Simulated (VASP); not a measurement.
Write the native input for VASP 6.6.1 that does the following.

```yaml
Task: single point
Functional: PBEsol
Potentials_or_basis: VASP PAW PBE potentials, release 64 (K_sv, Cl)
Cutoff: 520 eV
k_mesh: 7 × 7 × 7
Occupations: fermi-dirac, width 0.05 eV
Spin: no spin polarisation
Dipole_correction: no
Further_INCAR_settings: ALGO = Normal; EDIFF = 1e-06; NBANDS = 15
```

The structure of KCl (Sylvite) lies in POSCAR:

```
KCl
1.0
    0.0000000000      2.6546648128      2.6546648128
    2.6546648128      0.0000000000      2.6546648128
    2.6546648128      2.6546648128      0.0000000000
K Cl
1 1
Direct
    0.0000000000      0.0000000000      0.0000000000
    0.5000000000      0.5000000000      0.5000000000
```

These files were run (other wordings do the same):

INCAR

```
ALGO = Normal
EDIFF = 1E-6
ENCUT = 520
GGA = PS
ISIF = 2
ISMEAR = -1
LASPH = True
LCHARG = False
LREAL = False
LWAVE = False
NBANDS = 15
NELM = 80
PREC = Accurate
SIGMA = 0.05
```

KPOINTS

```
k-points
0
Gamma
  7 7 7
```

Potentials or basis: VASP PAW PBE potentials, release 64 (K_sv, Cl).

Launch:

```console
$ cat potpaw_PBE.64/K_sv/POTCAR potpaw_PBE.64/Cl/POTCAR > POTCAR
$ mpirun -np 1 vasp_std > vasp.out
```

It gave:

```json
{
 "Pressure": "30.7 GPa",
 "Band gap on the k mesh": "5.19 eV, indirect (least direct gap 5.40 eV)"
}
```

Caveat: the PAW data sets were made with another functional, which shifts forces and pressure a little.

Wall time 13 s on 1 thread of Intel(R) Xeon(R) Platinum 8259CL CPU @ 2.50GHz (Skylake/Cascade Lake), with other jobs on the host, peak memory 0.15 GiB.
